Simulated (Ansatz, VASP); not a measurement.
## One calculation of PtSe, two programs

File POSCAR:

```
PtSe
1.0
    0.0000000000      3.0374472300      3.0374472300
    3.0374472300      0.0000000000      3.0374472300
    3.0374472300      3.0374472300      0.0000000000
Pt Se
1 1
Direct
    0.0000000000      0.0000000000      0.0000000000
    0.2500000000      0.2500000000      0.2500000000
```

INCAR.step1

```
SYSTEM = PtSe
ALGO = Normal
EDIFF = 1E-5
ENCUT = 600
GGA = PE
ISMEAR = -1
LASPH = .TRUE.
LCHARG = .FALSE.
LREAL = .FALSE.
LWAVE = .TRUE.
NBANDS = 15
NELM = 80
PREC = Accurate
SIGMA = 0.05
```

The input INCAR.step2:

```
SYSTEM = PtSe
AEXX = 0.25
ALGO = Normal
EDIFF = 1E-7
EDIFFG = -0.01
ENCUT = 600
GGA = PE
HFSCREEN = 0.3
IBRION = 2
ISIF = 3
ISMEAR = -1
ISTART = 1
LASPH = .TRUE.
LCHARG = .FALSE.
LHFCALC = .TRUE.
LREAL = .FALSE.
LWAVE = .FALSE.
NELM = 80
NSW = 60
PREC = Accurate
PRECFOCK = Normal
SIGMA = 0.05
```

KPOINTS

```
k-points
0
G
  4 4 4
  0 0 0
```

The input input:

```
crystal:
  lattice:
    - [0.0, 3.03744723, 3.03744723]
    - [3.03744723, 0.0, 3.03744723]
    - [3.03744723, 3.03744723, 0.0]
  atoms:
    - { symbol: Pt, position: [0.0, 0.0, 0.0] }
    - { symbol: Se, position: [0.25, 0.25, 0.25] }
hamiltonian:
  xc: { exchange: pbe, correlation: pbe, exx: { coeff: 0.25, omega: 0.3 } }
  pseudopotentials: { kind: paw }
kpoints:
  mp_grid: { grid: [4, 4, 4] }
scf:
  occupations: { method: fermi_dirac, width: 0.05 }
output:
  forces: true
  stress: true
  eigenvalues: true
relax:
  f_tol: 0.01
  max_steps: 40
  cell: { stress_tol: 0.05 }
```

Alike in both runs: task relaxation of cell and atoms; functional PBE-based screened hybrid with a share of 0.25 of exact exchange and HFSCREEN = 0.3; k mesh 4 × 4 × 4; occupations fermi-dirac, width 0.05 eV; no spin polarisation.

|  | VASP | Ansatz |
| --- | --- | --- |
| version | VASP 6.6.1 | Ansatz 0.2.0 |
| potentials or method | VASP PAW PBE potentials, release 64 (Pt, Se) | Ansatz PAW |
| plane-wave cutoff (eV) | 600 | 420 |
| valence electrons in the cell | 16 | 34 |

Ansatz gave:

| Item | Value |
| --- | --- |
| gap on the k mesh at the Fermi level, each at its own relaxed structure (eV) | none |
| relaxed volume (Å³/atom) | 22.33 |
| relaxed length of the cell vector where the two differ most in proportion (Å) | 3.982 |

**Question.** Estimate VASP's values.

**Answer.** gap on the k mesh at the Fermi level, each at its own relaxed structure (eV): none; relaxed volume (Å³/atom): 22.32; relaxed length of the cell vector where the two differ most in proportion (Å): 3.982.

VASP's potentials were made for PBE, not for PBE-based screened hybrid. A gap of «none» marks a metal or a gap that the smearing closes. VASP's potentials hold 16 valence electrons a cell and Ansatz's 34, so a difference there can come from the potentials and not from the codes.

The k mesh is coarse, so the values compare programs but aren't converged. Spin-orbit coupling is off throughout. Noted on VASP's run: the volume moved by over 15 % at a fixed basis, so the end points are rough. Noted on Ansatz's run: the volume moved by over 15 % at a fixed basis, so the end points are rough; the plane-wave basis is chosen anew once the cell has moved, so the energies of steps on either side of that aren't comparable.
